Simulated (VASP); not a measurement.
ZnS: relaxation of cell and atoms with LDA

ZnS:

```
Zn S
1.0
     0.00000    2.64834    2.64834
     2.64834    0.00000    2.64834
     2.64834    2.64834    0.00000
Zn S
1 1
Direct
  0.00000 0.00000 0.00000
  0.75000 0.75000 0.75000
```

| Item | Value |
| --- | --- |
| Program | VASP 6.6.1 |
| Task | relaxation of cell and atoms |
| Functional | LDA |
| Potentials or basis | VASP PAW LDA potentials, release 64 (Zn, S) |
| Cutoff | 600 eV |
| k mesh | 10 × 10 × 10 |
| Occupations | gaussian, width 0.01 eV |
| Spin | no spin polarisation |
| Target pressure | 12 GPa |
| Dipole correction | no |
| Further INCAR settings | ALGO = Normal; EDIFF = 1e-06; IBRION = 2; EDIFFG = -0.001; NSW = 80; ISIF = 3 |

The relaxed volume is 16.70 Å³/atom and the relaxed cell is a = 3.615 Å, b = 3.615 Å, c = 3.615 Å, α = 60.00°, β = 60.00°, γ = 60.00°. The space group after relaxing (to 0.05 Å) is F-43m (No. 216) and the energy change on relaxing (the enthalpy is what falls) is +65.2 meV/atom. The ionic steps are 9, the pressure after relaxing is 12.0 GPa and the band gap on the k mesh is 2.66 eV, direct.

The path:
```
step  energy change (eV)  largest force (eV/Å)  pressure (GPa)  volume (Å³)
   1              0.0000                0.0000            0.27        37.15
   2              0.5072                0.0000           28.20        30.31
   3              0.1262                0.0000           11.79        33.47
   4              0.1315                0.0000           12.04        33.39
   5              0.1303                0.0000           11.99        33.41
   6              0.1305                0.0000           12.01        33.41
   7              0.1304                0.0000           11.97        33.41
   8              0.1305                0.0000           12.03        33.41
   9              0.1304                0.0000           11.99        33.41
```

Final structure:
```
CELL_PARAMETERS angstrom
0.00000 2.55629 2.55629
2.55629 0.00000 2.55629
2.55629 2.55629 0.00000
ATOMIC_POSITIONS crystal
Zn 0.00000 0.00000 0.00000
S 0.75000 0.75000 0.75000
```

Levels at points of the mesh, in eV from the valence-band top:
| k point | band 7 | band 8 | band 9 | band 10 | band 11 | band 12 |
| --- | --- | --- | --- | --- | --- | --- |
| (0.00, 0.00, 0.00) | 0.00 | 0.00 | 0.00 | 2.66 | 6.08 | 6.08 |
| (0.50, 0.00, 0.00) | -6.30 | -1.15 | -1.15 | 3.42 | 6.65 | 6.65 |
| (0.50, 0.50, 0.00) | -5.37 | -2.92 | -2.92 | 2.79 | 3.78 | 12.03 |

Wall time 46 s on 1 thread of Intel(R) Xeon(R) Platinum 8559C (Emerald Rapids), on a shared host, peak memory 0.17 GiB.

Caveat: the cell is relaxed towards a set pressure, so the enthalpy falls and the energy may rise. A k mesh can miss the band edges.
